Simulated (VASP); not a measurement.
Input of a VASP 6.6.1 run:

INCAR

```
SYSTEM = InSe
PREC = Accurate
ENCUT = 520
EDIFF = 1E-6
ISMEAR = 0
SIGMA = 0.05
LREAL = .FALSE.
LASPH = .TRUE.
NELM = 100
ALGO = Normal
ISIF = 2
LWAVE = .FALSE.
LCHARG = .FALSE.
GGA = PE
IVDW = 13
NBANDS = 27
```

Contents of KPOINTS:

```
regular mesh
0
G
  6 6 6
  0 0 0
```

Contents of POSCAR:

```
InSe
1.0
    5.9648350118     -2.0634177043      0.0521483368
    5.9648350118      2.0634177043      0.0521483368
   -1.5880795974      0.0000000000      4.0222529532
In Se
2 2
Direct
    0.8830387280      0.8830387280     -0.0003073609
    0.1169612720      0.1169612720      1.0003073609
    0.6495361613      0.6495361613      0.6259450996
    0.3504638387      0.3504638387      0.3740549004
```

Potentials or basis: VASP PAW PBE potentials, release 64 (In_d, Se).

Launch:

```sh
$ cat potpaw_PBE.64/In_d/POTCAR potpaw_PBE.64/Se/POTCAR > POTCAR
$ mpirun -np 1 vasp_std > vasp.out
```

**Question.** Estimate the band gap on the k mesh.

**Answer.** 0.49 eV (least direct gap 1.06 eV).

**Question.** Predict the dispersion energy per atom.

**Answer.** -0.386 eV.

Forces in eV/Å, atoms in the order of the input:
```
In   0.015  0.000  0.002
In  -0.015  0.000 -0.002
Se  -0.008  0.000 -0.010
Se   0.008  0.000  0.010
```

Caveat: spin-orbit coupling is left out, which moves the levels of the heavy elements. A k mesh can miss the band edges.
